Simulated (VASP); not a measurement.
# Ti (Cc) in VASP: single point with PBE

Aim: the single point of Ti with PBE.

Everything below comes from runs of VASP 6.6.1. Logs are shortened: lines on timing, memory, paths and dates and some standing lists are left out, and cuts for length are marked.

### Step 1. The cell of the first run

Symmetry: Cc, No. 9, monoclinic system. Conventional cell: a = 5.089 Å, b = 2.938 Å, c = 9.301 Å, α = 90.00°, β = 90.00°, γ = 90.00°. Ti (site symmetry 1) has 12 Ti at 2.76 to 3.01 Å within 3.6 Å. Within 3.6 Å of Ti (site symmetry 1) lie 12 Ti at 2.76 to 3.01 Å.

### Step 2. Single point, PBE (atoms displaced along several vibrational modes)

The input, INCAR:

```
ALGO     = Fast           # electronic algorithm
EDIFF    = 1E-6           # SCF threshold, eV
ENCUT    = 520            # plane-wave cutoff, eV
GGA      = PE             # functional
ISIF     = 2              # what is computed and relaxed
ISMEAR   = 0              # smearing method
LASPH    = True           # aspherical terms in the spheres
LCHARG   = True           # write CHGCAR
LELF     = True           # ELF
LREAL    = False          # projectors in reciprocal space
LVHAR    = True         
LWAVE    = False          # write WAVECAR
NBANDS   = 32             # bands
NELM     = 80             # most SCF steps
PREC     = Accurate       # precision mode
SIGMA    = 0.15           # smearing width, eV
```

The input, KPOINTS:

```
k-points
0
Gamma
  18 18 6
```

The input, POSCAR:

```
Ti
1.0
    2.9382568836      0.0000000000      0.0000000000
   -1.4691284418      2.5446051040      0.0000000000
    0.0000000000      0.0000000000      9.3011146031
Ti
4
Direct
    0.2649254276      0.6666666667      0.1250000000
    0.4017412391      0.6666666667      0.6250000000
    0.6529850855      0.3333333333      0.3750000000
    0.6803482478      0.3333333333      0.8750000000
```

Potentials or basis: VASP PAW PBE potentials, release 64 (Ti_sv).

Started as:

```sh
$ cat potpaw_PBE.64/Ti_sv/POTCAR > POTCAR
$ mpirun -np 1 vasp_std > vasp.out
```

OUTCAR:

```text
EDIFF = 1E-6
   ENCUT = 520
   GGA = PE
   ISIF = 2
   ISMEAR = 0
   LASPH = True
   LREAL = False
   NELM = 80
   PREC = Accurate

 ion  position               nearest neighbor table
   1  0.265  0.667  0.125-   4 2.76   3 2.80   3 2.88   4 2.89
   2  0.402  0.667  0.625-   3 2.76   4 2.80   4 2.88   3 2.89
   3  0.653  0.333  0.375-   2 2.76   1 2.80   1 2.88   2 2.89
   4  0.680  0.333  0.875-   1 2.76   2 2.80   2 2.88   1 2.89

  LATTYP: Found a hexagonal cell.
 ALAT       =     2.9382568836
 C/A-ratio  =     3.1655212500

  Lattice vectors:

 A1 = (   2.9382568836,   0.0000000000,   0.0000000000)
 A2 = (  -1.4691284418,   2.5446051040,   0.0000000000)
 A3 = (   0.0000000000,   0.0000000000,   9.3011146031)

Analysis of symmetry for initial positions (statically):
=====================================================================
 Subroutine PRICEL returns:
 Original cell was already a primitive cell.

 Routine SETGRP: Setting up the symmetry group for a
 hexagonal supercell.

 Subroutine GETGRP returns: Found  2 space group operations
 (whereof  1 operations were pure point group operations)
 out of a pool of 24 trial point group operations.

The static configuration has the point symmetry C_1 .
 The point group associated with its full space group is C_1h.

Analysis of symmetry for dynamics (positions and initial velocities):
=====================================================================
 Subroutine PRICEL returns:
 Original cell was already a primitive cell.

 Routine SETGRP: Setting up the symmetry group for a
 hexagonal supercell.

 Subroutine GETGRP returns: Found  2 space group operations
 (whereof  1 operations were pure point group operations)
 out of a pool of 24 trial point group operations.

The dynamic configuration has the point symmetry C_1 .
 The point group associated with its full space group is C_1h.

 Subroutine INISYM returns: Found  2 space group operations
 (whereof  1 operations are pure point group operations),
 and found     1 'primitive' translations

----------------------------------------------------------------------------------------

                                     Primitive cell

  volume of cell :      69.5417

  direct lattice vectors                    reciprocal lattice vectors
     2.938256884  0.000000000  0.000000000     0.340337840  0.196494143  0.000000000
    -1.469128442  2.544605104  0.000000000     0.000000000  0.392988287  0.000000000
     0.000000000  0.000000000  9.301114603     0.000000000  0.000000000  0.107513996

  length of vectors
     2.938256884  2.938256884  9.301114603     0.392988287  0.392988287  0.107513996

  position of ions in fractional coordinates (direct lattice)
     0.264925428  0.666666667  0.125000000
     0.401741239  0.666666667  0.625000000
     0.652985085  0.333333333  0.375000000
     0.680348248  0.333333333  0.875000000

  ion indices of the primitive-cell ions
   primitive index   ion index
                 1           1
                 2           2
                 3           3
                 4           4

----------------------------------------------------------------------------------------

 KPOINTS: k-points

Automatic generation of k-mesh.
 Grid dimensions read from file:
 generate k-points for:   18   18    6

 Generating k-lattice:

  Cartesian coordinates                     Fractional coordinates (reciprocal lattice)
     0.018907658  0.010916341  0.000000000     0.055555556  0.000000000  0.000000000
     0.000000000  0.021832683  0.000000000     0.000000000  0.055555556  0.000000000
     0.000000000  0.000000000  0.017918999     0.000000000  0.000000000  0.166666667

  Length of vectors
     0.021832683  0.021832683  0.017918999

  Shift w.r.t. Gamma in fractional coordinates (k-lattice)
     0.000000000  0.000000000  0.000000000

 Subroutine IBZKPT returns following result:
 ===========================================

 Found    524 irreducible k-points:

 Following reciprocal coordinates:
            Coordinates               Weight
  0.000000  0.000000  0.000000      1.000000
  0.055556  0.000000  0.000000      4.000000
  0.000000  0.055556  0.000000      2.000000
  0.111111  0.000000  0.000000      4.000000
  0.000000  0.111111  0.000000      2.000000
  0.166667 -0.000000  0.000000      4.000000
[... 16 lines left out ...]
 -0.055556  0.166667  0.000000      4.000000
 -0.166667  0.111111  0.000000      4.000000
 [... further k-points ...]
   k-points           NKPTS =    524   k-points in BZ     NKDIM =    524   number of bands    NBANDS=     32
   number of dos      NEDOS =    301   number of ions     NIONS =      4
   total plane-waves  NPLWV =  40320
   dimension x,y,z NGX =    24 NGY =   24 NGZ =   70
   dimension x,y,z NGXF=    48 NGYF=   48 NGZF=  140
   ions per type =               4
   NGX,Y,Z   is equivalent  to a cutoff of  13.58, 13.58, 12.51 a.u.
   NGXF,Y,Z  is equivalent  to a cutoff of  27.16, 27.16, 25.02 a.u.
 SYSTEM =  unknown system
   PREC   = accura    normal or accurate (medium, high low for compatibility)
   ISTART =      0    job   : 0-new  1-cont  2-samecut
   ICHARG =      2    charge: 1-file 2-atom 10-const
   ISPIN  =      1    spin polarized calculation?
   LNONCOLLINEAR =      F non collinear calculations
   LSORBIT =      F    spin-orbit coupling
   LASPH  =      T    aspherical Exc in radial PAW
   ENCUT  =  520.0 eV  38.22 Ry    6.18 a.u.   5.46  5.46 17.29*2*pi/ulx,y,z
   NELM   =     80;   NELMIN=  2; NELMDL= -5     # of ELM steps
   EDIFF  = 0.1E-05   stopping-criterion for ELM
   LREAL  =      F    real-space projection
   EDIFFG = 0.1E-04   stopping-criterion for IOM
   NSW    =      0    number of steps for IOM
   IBRION =     -1    ionic relax: 0-MD 1-quasi-New 2-CG
   NFREE  =      0    steps in history (QN), initial steepest desc. (CG)
   ISIF   =      2    stress and relaxation
   ISYM   =      2    0-nonsym 1-usesym 2-fastsym
   POTIM  = 0.5000    time-step for ionic-motion
   TEBEG  =    0.0;   TEEND  =   0.0 temperature during run
   PSTRESS=    0.0 pullay stress
   NELECT =      48.0000    total number of electrons
   NUPDOWN=      -1.0000    fix difference up-down
   EMIN   =  10.00;   EMAX   =-10.00  energy-range for DOS
   EFERMI =   0.00;   METHOD = LEGACY
   ISMEAR =     0;   SIGMA  =   0.15  broadening in eV -4-tet -1-fermi 0-gaus
   EFERMI_NEDOS =   21; number of points for ismear=-14 and -15
   IALGO  =     68    algorithm
   IMIX   =      4    mixing-type and parameters
     AMIX     =   0.40;   BMIX     =  1.00
     AMIX_MAG =   1.60;   BMIX_MAG =  1.00
  volume/ion in A,a.u.               =      17.39       117.32
  Fermi-wavevector in a.u.,A,eV,Ry     =   1.446795  2.734045 28.479911  2.093214
  Thomas-Fermi vector in A             =   2.564823
   LORBIT       =      0    0 simple, 1 ext, 2 COOP (PROOUT), +10 PAW based schemes
   GGA     = PE    functional components
   LHFCALC =     F    Hartree Fock is set to
   AEXX    =    0.0000 exact exchange contribution
   IVDW    =     0    specifies the selected vdW correction
   LEPSILON=     F    determine dielectric tensor
   LRPA    =     F    only Hartree local field effects (RPA)
 non-spin polarized calculation
 RMM-DIIS sequential band-by-band and
 Gauss-broadening in eV      SIGMA  =   0.15
  energy-cutoff  :      520.00
  volume of cell :       69.54
 maximum number of plane-waves:      1919
 NGX is ok and might be reduce to    24
   NGX = 11   NGY = 11   NGZ = 35

 number of electron      48.0000011 magnetization

 Free energy of the ion-electron system (eV)
  ---------------------------------------------------
  ext. energy  EPLUGINS =         0.00000000
  ---------------------------------------------------
  free energy    TOTEN  =       -31.30360059 eV

  energy without entropy =      -31.25284028  energy(sigma->0) =      -31.27822044

 E-fermi :   8.2894     XC(G=0): -11.4904

 val. band max:        8.2869701975   @ k =   0.5000  -0.2778   0.3333
 cond. band min:       8.2899918301   @ k =  -0.2222   0.1667   0.5000
 fundamental gap:      0.0030216326
 Fermi energy:         8.2893565216

 k-point     1 :       0.0000    0.0000    0.0000
  band No.  band energies     occupation
      1     -48.5278      2.00000
      2     -48.4637      2.00000
      3     -48.4508      2.00000
      4     -48.3858      2.00000
      5     -25.1187      2.00000
      6     -24.7697      2.00000
[... 24 lines left out ...]
     31       9.6185      0.00000
     32       9.6239      0.00000

 k-point     2 :       0.0556    0.0000    0.0000
  band No.  band energies     occupation
      1     -48.5247      2.00000
      2     -48.4615      2.00000
      3     -48.4487      2.00000
      4     -48.3846      2.00000
      5     -25.1121      2.00000
      6     -24.7716      2.00000
[... 24 lines left out ...]
     31       9.5862      0.00000
     32       9.6743      0.00000

 k-point     3 :       0.0000    0.0556    0.0000
  band No.  band energies     occupation
      1     -48.5247      2.00000
      2     -48.4615      2.00000
      3     -48.4487      2.00000
      4     -48.3846      2.00000
      5     -25.1119      2.00000
      6     -24.7719      2.00000
[... 24 lines left out ...]
     31       9.5952      0.00000
     32       9.6760      0.00000

 k-point     4 :       0.1111    0.0000    0.0000
  band No.  band energies     occupation
      1     -48.5160      2.00000
      2     -48.4554      2.00000
      3     -48.4425      2.00000
      4     -48.3811      2.00000
      5     -25.0930      2.00000
      6     -24.7789      2.00000
[... 654 lines left out ...]
     31       9.5870      0.00000
     32       9.7943      0.00000

 k-point    23 :      -0.0556    0.1667    0.0000
  band No.  band energies     occupation
      1     -48.5075      2.00000
      2     -48.4496      2.00000
      3     -48.4367      2.00000
      4     -48.3781      2.00000
      5     -25.0733      2.00000
      6     -24.7895      2.00000
[... 24 lines left out ...]
     31       9.5948      0.00000
     32       9.7897      0.00000

 k-point    24 :      -0.1667    0.1111    0.0000
  band No.  band energies     occupation
      1     -48.5078      2.00000
      2     -48.4496      2.00000
      3     -48.4367      2.00000
      4     -48.3778      2.00000
      5     -25.0751      2.00000
      6     -24.7874      2.00000
[... 24 lines left out ...]
     31       9.5977      0.00000
     32       9.7756      0.00000

 [... further k-points ...]

------------------------ aborting loop because EDIFF is reached ----------------------------------------

  FORCE on cell =-STRESS in cart. coord.  units (eV):
  Direction    XX          YY          ZZ          XY          YZ          ZX
  --------------------------------------------------------------------------------------
  -------------------------------------------------------------------------------------
  Total       -0.1029072     -0.3085005      0.0292957      0.0000000      0.0488949      0.0000000
  in kB       -2.3708891     -7.1075737      0.6749467      0.0000000      1.1264933      0.0000000
  external PRESSURE =      -2.9345054 kB  Pullay stress =       0.0000000 kB

 VOLUME and BASIS-vectors are now :
 -----------------------------------------------------------------------------
  energy-cutoff  :      520.00
  volume of cell :       69.54
      direct lattice vectors                 reciprocal lattice vectors
     2.938256884  0.000000000  0.000000000     0.340337840  0.196494143  0.000000000
    -1.469128442  2.544605104  0.000000000     0.000000000  0.392988287  0.000000000
     0.000000000  0.000000000  9.301114603     0.000000000  0.000000000  0.107513996

 POSITION                                       TOTAL-FORCE (eV/Angst)
 -----------------------------------------------------------------------------------
     -0.20100      1.69640      1.16264         0.305654      0.020480      0.028404
      0.20100      1.69640      5.81320        -0.305654      0.020480      0.028404
      1.42893      0.84820      3.48792         0.058831     -0.020480     -0.028404
      1.50933      0.84820      8.13848        -0.058831     -0.020480     -0.028404
 -----------------------------------------------------------------------------------
    total drift:                               -0.000000     -0.000285      0.000101

  FREE ENERGIE OF THE ION-ELECTRON SYSTEM (eV)
  ---------------------------------------------------
  free  energy   TOTEN  =       -31.3036005942 eV

  energy  without entropy=      -31.2528402764  energy(sigma->0) =      -31.27822044
```

Run time: 28 min. Hardware: 1 thread of Intel Xeon 6975P-C (Granite Rapids), shared host; peak memory 0.85 GiB.

Results:

```
Free energy            : -31.3036 eV
Pressure               : -0.3 GPa
Largest force          : 0.308 eV/Å
Band gap on the k mesh : zero (bands 24 and 25 overlap by 1.07 eV)
```

Forces in eV/Å, atoms in the order of the input:
```
Ti   0.306  0.020  0.028
Ti  -0.306  0.020  0.028
Ti   0.059 -0.020 -0.028
Ti  -0.059 -0.020 -0.028
```

Stress tensor (GPa, compression positive):
```
-0.24  0.00  0.00
 0.00 -0.71  0.11
 0.00  0.11  0.07
```

Levels at points of the mesh, in eV from the Fermi level:
```tsv
k point	band 20	band 21	band 22	band 23	band 24	band 25	band 26	band 27	band 28	band 29
(0.00, 0.00, 0.00)	-2.63	0.05	0.10	0.54	0.71	0.72	0.75	0.81	0.82	0.89
(0.50, 0.00, 0.00)	-2.10	-1.82	-0.82	-0.78	-0.53	0.49	0.55	1.05	1.40	1.60
(0.00, 0.50, 0.00)	-2.08	-1.79	-0.87	-0.77	-0.59	0.66	0.67	0.91	1.37	1.39
(0.00, 0.00, 0.50)	-2.99	0.18	0.18	0.51	0.51	0.66	0.66	0.76	0.76	1.05
(0.50, 0.00, 0.50)	-2.07	-1.19	-1.12	-0.92	-0.85	0.65	0.78	0.99	1.04	1.29
(0.00, 0.50, 0.50)	-2.11	-1.05	-1.05	-1.01	-1.01	0.60	0.60	1.29	1.29	1.42
```

Caveat: the cell differs from its parent crystal (atoms displaced along several vibrational modes).
